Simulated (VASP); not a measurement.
# Be (Fd-3m) in VASP: a series of runs

Be is run at these levels: r2SCAN, r2SCAN0; tasks: single point.

Program: VASP 6.6.1. These are calculated values, not measurements. Logs are shortened: lines on timing, memory, paths and dates and some standing lists are left out, and cuts for length are marked.

## Step 1: The cell of the first run

Symmetry: Fd-3m, No. 227, cubic system. Conventional cell: a = 4.932 Å, b = 4.932 Å, c = 4.932 Å, α = 90.00°, β = 90.00°, γ = 90.00°. Within 2.8 Å of Be (site symmetry -43m) lie 4 Be at 2.14 Å.

## Step 2: Single point, r2SCAN

POSCAR

```
Be
1.0
    0.0000000000      2.4659906881      2.4659906881
    2.4659906881      0.0000000000      2.4659906881
    2.4659906881      2.4659906881      0.0000000000
Be
2
Direct
    0.1250000000      0.1250000000      0.1250000000
    0.8750000000      0.8750000000      0.8750000000
```

INCAR.step1

```
PREC = Accurate
ENCUT = 520
ISMEAR = -1
SIGMA = 0.1
LREAL = False
LASPH = True
NELM = 100
NBANDS = 9
GGA = PE
ALGO = Normal
EDIFF = 1E-4
LWAVE = True
LCHARG = False
```

INCAR.step2

```
PREC = Accurate
ENCUT = 520
EDIFF = 1E-6
ISMEAR = -1
SIGMA = 0.1
LREAL = False
LASPH = True
NELM = 100
ALGO = Normal
ISIF = 2
LWAVE = False
LCHARG = True
METAGGA = R2SCAN
LMIXTAU = True
LELF = True
LVHAR = True
NBANDS = 9
ISTART = 1
```

KPOINTS

```
Automatic mesh
0
Gamma
  6 6 6
```

Potentials or basis: VASP PAW PBE potentials, release 64 (Be).

Command:

```console
$ cat potpaw_PBE.64/Be/POTCAR > POTCAR
$ cp INCAR.step1 INCAR
$ mpirun -np 1 vasp_std > vasp.out
$ cp INCAR.step2 INCAR
$ mpirun -np 1 vasp_std > vasp.out
```

OUTCAR:

```text
PREC = Accurate
   ENCUT = 520
   EDIFF = 1E-6
   ISMEAR = -1
   LREAL = False
   LASPH = True
   NELM = 100
   ISIF = 2
   METAGGA = R2SCAN
   ISTART = 1

 ion  position               nearest neighbor table
   1  0.125  0.125  0.125-   2 2.14   2 2.14   2 2.14   2 2.14
   2  0.875  0.875  0.875-   1 2.14   1 2.14   1 2.14   1 2.14

  LATTYP: Found a face centered cubic cell.
 ALAT       =     4.9319813762

  Lattice vectors:

 A1 = (   0.0000000000,   2.4659906881,   2.4659906881)
 A2 = (   2.4659906881,   0.0000000000,   2.4659906881)
 A3 = (   2.4659906881,   2.4659906881,   0.0000000000)

Analysis of symmetry for initial positions (statically):
=====================================================================
 Subroutine PRICEL returns:
 Original cell was already a primitive cell.

 Routine SETGRP: Setting up the symmetry group for a
 face centered cubic supercell.

 Subroutine GETGRP returns: Found 48 space group operations
 (whereof 12 operations were pure point group operations)
 out of a pool of 48 trial point group operations.

The static configuration has the point symmetry D_3d.
 The point group associated with its full space group is O_h .

Analysis of symmetry for dynamics (positions and initial velocities):
=====================================================================
 Subroutine PRICEL returns:
 Original cell was already a primitive cell.

 Routine SETGRP: Setting up the symmetry group for a
 face centered cubic supercell.

 Subroutine GETGRP returns: Found 48 space group operations
 (whereof 12 operations were pure point group operations)
 out of a pool of 48 trial point group operations.

The dynamic configuration has the point symmetry D_3d.
 The point group associated with its full space group is O_h .

 Subroutine INISYM returns: Found 48 space group operations
 (whereof 12 operations are pure point group operations),
 and found     1 'primitive' translations

----------------------------------------------------------------------------------------

                                     Primitive cell

  volume of cell :      29.9919

  direct lattice vectors                    reciprocal lattice vectors
     0.000000000  2.465990688  2.465990688    -0.202758268  0.202758268  0.202758268
     2.465990688  0.000000000  2.465990688     0.202758268 -0.202758268  0.202758268
     2.465990688  2.465990688  0.000000000     0.202758268  0.202758268 -0.202758268

  length of vectors
     3.487437476  3.487437476  3.487437476     0.351187621  0.351187621  0.351187621

  position of ions in fractional coordinates (direct lattice)
     0.125000000  0.125000000  0.125000000
     0.875000000  0.875000000  0.875000000

  ion indices of the primitive-cell ions
   primitive index   ion index
                 1           1
                 2           2

----------------------------------------------------------------------------------------

 KPOINTS: Automatic mesh

Automatic generation of k-mesh.
 Grid dimensions read from file:
 generate k-points for:    6    6    6

 Generating k-lattice:

  Cartesian coordinates                     Fractional coordinates (reciprocal lattice)
    -0.033793045  0.033793045  0.033793045     0.166666667  0.000000000  0.000000000
     0.033793045 -0.033793045  0.033793045     0.000000000  0.166666667  0.000000000
     0.033793045  0.033793045 -0.033793045     0.000000000  0.000000000  0.166666667

  Length of vectors
     0.058531270  0.058531270  0.058531270

  Shift w.r.t. Gamma in fractional coordinates (k-lattice)
     0.000000000  0.000000000  0.000000000

 Subroutine IBZKPT returns following result:
 ===========================================

 Found     16 irreducible k-points:

 Following reciprocal coordinates:
            Coordinates               Weight
  0.000000  0.000000  0.000000      1.000000
  0.166667  0.000000  0.000000      8.000000
  0.333333  0.000000  0.000000      8.000000
  0.500000  0.000000  0.000000      4.000000
  0.166667  0.166667  0.000000      6.000000
  0.333333  0.166667  0.000000     24.000000
[... 8 lines left out ...]
 -0.333333  0.333333  0.166667     24.000000
 -0.333333  0.500000  0.166667     12.000000
   k-points           NKPTS =     16   k-points in BZ     NKDIM =     16   number of bands    NBANDS=      9
   number of dos      NEDOS =    301   number of ions     NIONS =      2
   total plane-waves  NPLWV =  21952
   dimension x,y,z NGX =    28 NGY =   28 NGZ =   28
   dimension x,y,z NGXF=    56 NGYF=   56 NGZF=   56
   ions per type =               2
   NGX,Y,Z   is equivalent  to a cutoff of  13.35, 13.35, 13.35 a.u.
   NGXF,Y,Z  is equivalent  to a cutoff of  26.70, 26.70, 26.70 a.u.
 SYSTEM =  unknown system
   PREC   = accura    normal or accurate (medium, high low for compatibility)
   ISTART =      1    job   : 0-new  1-cont  2-samecut
   ICHARG =      0    charge: 1-file 2-atom 10-const
   ISPIN  =      1    spin polarized calculation?
   LNONCOLLINEAR =      F non collinear calculations
   LSORBIT =      F    spin-orbit coupling
   LASPH  =      T    aspherical Exc in radial PAW
   ENCUT  =  520.0 eV  38.22 Ry    6.18 a.u.   6.48  6.48  6.48*2*pi/ulx,y,z
   NELM   =    100;   NELMIN=  2; NELMDL=  0     # of ELM steps
   EDIFF  = 0.1E-05   stopping-criterion for ELM
   LREAL  =      F    real-space projection
   EDIFFG = 0.1E-04   stopping-criterion for IOM
   NSW    =      0    number of steps for IOM
   IBRION =     -1    ionic relax: 0-MD 1-quasi-New 2-CG
   NFREE  =      0    steps in history (QN), initial steepest desc. (CG)
   ISIF   =      2    stress and relaxation
   ISYM   =      2    0-nonsym 1-usesym 2-fastsym
   POTIM  = 0.5000    time-step for ionic-motion
   TEBEG  =    0.0;   TEEND  =   0.0 temperature during run
   PSTRESS=    0.0 pullay stress
   NELECT =       4.0000    total number of electrons
   NUPDOWN=      -1.0000    fix difference up-down
   EMIN   =  10.00;   EMAX   =-10.00  energy-range for DOS
   EFERMI =   0.00;   METHOD = LEGACY
   ISMEAR =    -1;   SIGMA  =   0.10  broadening in eV -4-tet -1-fermi 0-gaus
   EFERMI_NEDOS =   21; number of points for ismear=-14 and -15
   IALGO  =     38    algorithm
   IMIX   =      4    mixing-type and parameters
     AMIX     =   0.40;   BMIX     =  1.00
     AMIX_MAG =   1.60;   BMIX_MAG =  1.00
  volume/ion in A,a.u.               =      15.00       101.20
  Fermi-wavevector in a.u.,A,eV,Ry     =   0.836424  1.580613  9.518716  0.699606
  Thomas-Fermi vector in A             =   1.950147
   LORBIT       =      0    0 simple, 1 ext, 2 COOP (PROOUT), +10 PAW based schemes
   METAGGA = R2SCAN    functional components
   LHFCALC =     F    Hartree Fock is set to
   AEXX    =    0.0000 exact exchange contribution
   IVDW    =     0    specifies the selected vdW correction
   LEPSILON=     F    determine dielectric tensor
   LRPA    =     F    only Hartree local field effects (RPA)
 non-spin polarized calculation
  energy-cutoff  :      520.00
  volume of cell :       29.99
 maximum number of plane-waves:       869
 NGX is ok and might be reduce to    28
   NGX = 13   NGY = 13   NGZ = 13

 number of electron       4.0000000 magnetization

 Free energy of the ion-electron system (eV)
  ---------------------------------------------------
  ext. energy  EPLUGINS =         0.00000000
  ---------------------------------------------------
  free energy    TOTEN  =        -5.21301128 eV

  energy without entropy =       -5.16556395  energy(sigma->0) =       -5.18928761

 E-fermi :   1.7053     XC(G=0):  -8.9048

 val. band max:        1.6076745494   @ k =   0.5000   0.3333   0.1667
 cond. band min:       1.8616961958   @ k =  -0.3333   0.3333   0.1667
 fundamental gap:      0.2540216463
 Fermi energy:         1.7053131055

 k-point     1 :       0.0000    0.0000    0.0000
  band No.  band energies     occupation
      1      -6.0749      2.00000
      2       6.8904      0.00000
      3       6.8904      0.00000
      4       6.8904      0.00000
      5       9.4253      0.00000
      6       9.4253      0.00000
      7       9.4253      0.00000
      8      16.5863      0.00000
      9      17.2186      0.00000

 k-point     2 :       0.1667    0.0000    0.0000
  band No.  band energies     occupation
      1      -5.6289      2.00000
      2       4.3037      0.00000
      3       6.1288      0.00000
      4       6.1288      0.00000
      5      10.3961      0.00000
      6      10.3961      0.00000
      7      11.0413      0.00000
      8      15.8721      0.00000
      9      16.7393      0.00000

 k-point     3 :       0.3333    0.0000    0.0000
  band No.  band energies     occupation
      1      -4.3005      2.00000
      2       0.8447      1.99963
      3       5.3052      0.00000
      4       5.3052      0.00000
      5      10.8317      0.00000
      6      10.8317      0.00000
      7      12.2572      0.00000
      8      14.9340      0.00000
      9      17.6600      0.00000

 k-point     4 :       0.5000    0.0000    0.0000
  band No.  band energies     occupation
      1      -2.2818      2.00000
      2      -1.9402      2.00000
      3       5.0210      0.00000
      4       5.0210      0.00000
      5      10.6207      0.00000
      6      10.6207      0.00000
      7      12.6449      0.00000
      8      14.5718      0.00000
      9      19.7687      0.00000
[... 109 lines left out ...]
 k-point    14 :       0.5000    0.3333    0.1667
  band No.  band energies     occupation
      1      -3.1369      2.00000
      2       1.6077      1.45278
      3       1.8694      0.32461
      4       3.5025      0.00000
      5      10.6340      0.00000
      6      11.0223      0.00000
      7      13.6078      0.00000
      8      15.6695      0.00000
      9      18.4748      0.00000

 k-point    15 :      -0.3333    0.3333    0.1667
  band No.  band energies     occupation
      1      -1.2549      2.00000
      2      -0.7469      2.00000
      3       1.8617      0.34620
      4       2.6183      0.00022
      5      10.6003      0.00000
      6      12.1589      0.00000
      7      15.0465      0.00000
      8      15.3030      0.00000
      9      16.7527      0.00000

 k-point    16 :      -0.3333    0.5000    0.1667
  band No.  band energies     occupation
      1      -0.3897      2.00000
      2      -0.3897      2.00000
      3       1.3930      1.91571
      4       1.3930      1.91571
      5      10.4922      0.00000
      6      10.4922      0.00000
      7      15.7516      0.00000
      8      15.7516      0.00000
      9      19.9627      0.00000

------------------------ aborting loop because EDIFF is reached ----------------------------------------

  FORCE on cell =-STRESS in cart. coord.  units (eV):
  Direction    XX          YY          ZZ          XY          YZ          ZX
  --------------------------------------------------------------------------------------
  -------------------------------------------------------------------------------------
  Total       -0.0167876     -0.0167876     -0.0167876      0.0000000     -0.0000000     -0.0000000
  in kB       -0.8967964     -0.8967964     -0.8967964      0.0000000     -0.0000000     -0.0000000
  external PRESSURE =      -0.8967964 kB  Pullay stress =       0.0000000 kB

 VOLUME and BASIS-vectors are now :
 -----------------------------------------------------------------------------
  energy-cutoff  :      520.00
  volume of cell :       29.99
      direct lattice vectors                 reciprocal lattice vectors
     0.000000000  2.465990688  2.465990688    -0.202758268  0.202758268  0.202758268
     2.465990688  0.000000000  2.465990688     0.202758268 -0.202758268  0.202758268
     2.465990688  2.465990688  0.000000000     0.202758268  0.202758268 -0.202758268

 POSITION                                       TOTAL-FORCE (eV/Angst)
 -----------------------------------------------------------------------------------
      0.61650      0.61650      0.61650         0.000000      0.000000      0.000000
      4.31548      4.31548      4.31548        -0.000000     -0.000000     -0.000000
 -----------------------------------------------------------------------------------
    total drift:                               -0.000000     -0.000000     -0.000000

  FREE ENERGIE OF THE ION-ELECTRON SYSTEM (eV)
  ---------------------------------------------------
  free  energy   TOTEN  =        -5.2130112765 eV

  energy  without entropy=       -5.1655639452  energy(sigma->0) =       -5.18928761
```

Wall time 14 s (1 thread of Intel Xeon Platinum 8375C at 2.90GHz (Ice Lake), shared host); peak memory 0.15 GiB.

Results:

| Property | Result |
| --- | --- |
| Free energy | -5.2130 eV |
| Pressure | -0.1 GPa |
| Band gap on the k mesh | zero (band 2 reaches 6.89 eV, above the bottom of band 3 at 0.41 eV) |

Levels at points of the mesh, in eV from the Fermi level:
```csv
k point,band 1,band 2,band 3,band 4,band 5
"(0.00, 0.00, 0.00)",-7.78,5.19,5.19,5.19,7.72
"(0.50, 0.00, 0.00)",-3.99,-3.65,3.32,3.32,8.92
"(0.50, 0.50, 0.00)",-2.57,-2.57,0.85,0.85,6.58
```

Caveat: the k points lie up to 0.37 Å⁻¹ apart; the PAW data sets were made with another functional, which shifts forces and pressure a little.

## Step 3: Single point, r2SCAN0

POSCAR is that of step 2.

INCAR.step1

```
PREC = Accurate
ENCUT = 520
EDIFF = 1E-5
ISMEAR = -1
SIGMA = 0.1
LREAL = F
LASPH = T
NELM = 60
ALGO = Normal
ISIF = 2
LWAVE = T
NBANDS = 9
GGA = PE
```

INCAR.step2

```
PREC = Accurate
ENCUT = 520
EDIFF = 1E-6
ISMEAR = -1
SIGMA = 0.1
LREAL = F
LASPH = T
NELM = 60
ALGO = Normal
ISIF = 2
LWAVE = F
LCHARG = T
METAGGA = R2SCAN
LHFCALC = T
AEXX = 0.25
LMIXTAU = T
PRECFOCK = Normal
LELF = T
LVHAR = T
NBANDS = 9
ISTART = 1
```

KPOINTS is that of step 2.

Potentials or basis: VASP PAW PBE potentials, release 64 (Be).

Command:

```console
$ cat potpaw_PBE.64/Be/POTCAR > POTCAR
$ cp INCAR.step1 INCAR
$ mpirun -np 1 vasp_std > vasp.out
$ cp INCAR.step2 INCAR
$ mpirun -np 1 vasp_std > vasp.out
```

It took 3.4 min on 1 thread of Intel Xeon Platinum 8375C at 2.90GHz (Ice Lake), shared host; peak memory 0.16 GiB.

Results (log left out):

- Free energy: -4.8698 eV
- Pressure: -0.6 GPa
- Band gap on the k mesh: zero (band 2 reaches 7.90 eV, above the bottom of band 3 at -0.02 eV)

Levels at points of the mesh, in eV from the Fermi level:
| k point | band 1 | band 2 | band 3 | band 4 | band 5 | band 6 |
| --- | --- | --- | --- | --- | --- | --- |
| (0.00, 0.00, 0.00) | -9.25 | 6.25 | 6.25 | 6.25 | 8.72 | 8.72 |
| (0.50, 0.00, 0.00) | -4.95 | -4.52 | 4.29 | 4.29 | 9.83 | 9.83 |
| (0.50, 0.50, 0.00) | -3.29 | -3.29 | 1.39 | 1.39 | 7.19 | 7.19 |

Caveat: the k points lie up to 0.37 Å⁻¹ apart; the PAW data sets were made with another functional, which shifts forces and pressure a little.
